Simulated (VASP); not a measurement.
The system is W.

```
W
1.0
     0.00000    2.03000    2.03000
     2.03000    0.00000    2.03000
     2.03000    2.03000    0.00000
W
1
Direct
  0.00000 0.00000 0.00000
```

```yaml
Program: VASP 6.6.1
Task: relaxation of cell and atoms
Functional: LDA
Potentials_or_basis: VASP PAW LDA potentials, release 64 (W_sv)
Cutoff: 500 eV
k_mesh: 8 × 8 × 8
Occupations: gaussian, width 0.1 eV
Spin: no spin polarisation
```

At the start: pressure -16.0 GPa; volume 16.73 Å³/atom.

Problem. How do energy, volume and symmetry change on relaxing?

Solution. Over 4 steps the energy falls by 49.8 meV/atom and the volume is 15.80 Å³/atom (-5.6 %); space group Fm-3m (No. 225, to 0.05 Å).

The path:
```csv
step,energy change (eV),largest force (eV/Å),pressure (GPa),volume (Å³)
1,0.0000,0.0000,-15.99,16.73
2,0.6031,0.0000,87.53,13.00
3,-0.0493,0.0000,-1.83,15.87
4,-0.0498,0.0000,-0.39,15.80
```

Final structure:
```xyz
1
Lattice="0.0000 1.9915 1.9915 1.9915 0.0000 1.9915 1.9915 1.9915 0.0000" Properties=species:S:1:pos:R:3 pbc="T T T"
W     0.0000    0.0000    0.0000
```
